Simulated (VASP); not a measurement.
Input of a VASP 6.6.1 run:

File INCAR:

```
SYSTEM = Fe
  PREC = Accurate
  ENCUT = 520
  EDIFF = 1E-6
  ISMEAR = -1
  SIGMA = 0.05
  LREAL = .False.
  LASPH = .True.
  NELM = 150
  ALGO = Normal
  ISIF = 2
  LWAVE = .False.
  LCHARG = .False.
  ISPIN = 2
  MAGMOM = 3
  LORBIT = 11
  LMAXMIX = 4
  GGA = PS
  NBANDS = 14
```

Contents of KPOINTS:

```
regular mesh
0
Gamma
  13 13 13
  0 0 0
```

POSCAR

```
Fe
1.0
    0.0000000000      1.9545992686      1.9781194830
    1.5083634409      0.0000000000      1.9781194830
    1.5083634409      1.9545992686      0.0000000000
Fe
1
Direct
    0.0000000000      0.0000000000      0.0000000000
```

Potentials or basis: VASP PAW PBE potentials, release 64 (Fe).

Launch:

```console
$ cat potpaw_PBE.64/Fe/POTCAR > POTCAR
$ mpirun -np 1 vasp_std > vasp.out
```

Task: What does it give for the site moments?

Result: Fe +2.25 μB.

Task: What does it give for the net moment?

Result: 2.25 μB per cell.

Task: Predict the pressure.

Result: -12.8 GPa.

Stress tensor (GPa, compression positive):
```
-17.23   0.00   0.00
  0.00  -9.89   0.00
  0.00   0.00 -11.38
```

Caveat: the PAW data sets were made with another functional, which shifts forces and pressure a little.
